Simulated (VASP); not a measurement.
Here is a VASP 6.6.1 calculation.

File INCAR:

```
PREC = Accurate
ENCUT = 520
EDIFF = 1E-7
ISMEAR = 0
SIGMA = 0.05
LREAL = F
LASPH = T
NELM = 80
ALGO = Normal
ISIF = 2
LWAVE = F
LCHARG = T
GGA = PS
LELF = T
LVHAR = T
NBANDS = 20
```

File KPOINTS:

```
regular mesh
0
Gamma
  12 12 2
```

POSCAR

```
WSe2
1.0
    3.3683602588      0.0000000000      0.0000000000
   -1.6841801294      2.9170855532      0.0000000000
    0.0000000000      0.0000000000     16.4112988180
W Se
1 2
Direct
    0.0000000000      0.0000000000      0.0000000000
    0.3333333333      0.6666666667      0.1003992715
    0.3333333333      0.6666666667      0.8996007285
```

Potentials or basis: VASP PAW PBE potentials, release 64 (W_sv, Se).

Run with:

```console
$ cat potpaw_PBE.64/W_sv/POTCAR potpaw_PBE.64/Se/POTCAR > POTCAR
$ mpirun -np 1 vasp_std > vasp.out
```

(1) Estimate the largest force.

(2) Estimate the band gap on the k mesh.

## Answers

(1) 0.137 eV/Å.

(2) 1.35 eV.

Caveat: the cell differs from its parent crystal (strain +0.030 along x and y, -0.015 along z); the PAW data sets were made with another functional, which shifts forces and pressure a little; spin-orbit coupling is left out, which moves the levels of the heavy elements.
